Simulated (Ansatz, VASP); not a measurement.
# One calculation of YN, two programs

```xyz
2
Lattice="0.0000 2.4487 2.4898 2.4487 0.0000 2.4898 2.4487 2.4487 0.0000" Properties=species:S:1:pos:R:3 pbc="T T T"
Y     0.0000    0.0000    0.0000
N     2.4487    2.4487    2.4898
```

Change from the starting cell: strained cell.

Alike in both runs: functional PBE; k mesh 10 × 10 × 10; occupations gaussian, width 0.01 eV; no spin polarisation.

Ansatz relaxed the structure, and its values are those at the end. VASP's run is a single point on that final structure, the one shown.

|  | VASP | Ansatz |
| --- | --- | --- |
| version | VASP 6.6.1 | Ansatz 0.2.0 |
| potentials or method | VASP PAW PBE potentials, release 64 (Y_sv, N), cutoff 600 eV | scalar-relativistic, plane waves, PAW |
| valence electrons in the cell | 16 | 16 |

Ansatz gave:

| Item | Value |
| --- | --- |
| gap on the k mesh at the Fermi level (eV) | 0.19 |
| least direct gap on the mesh (eV) | 0.60 |
| pressure (GPa) | -1.7 |

Question: Estimate VASP's values.

Answer: gap on the k mesh at the Fermi level (eV): 0.19; least direct gap on the mesh (eV): 0.60; pressure (GPa): -1.9.

Ansatz's warnings: stress scf threshold loose.
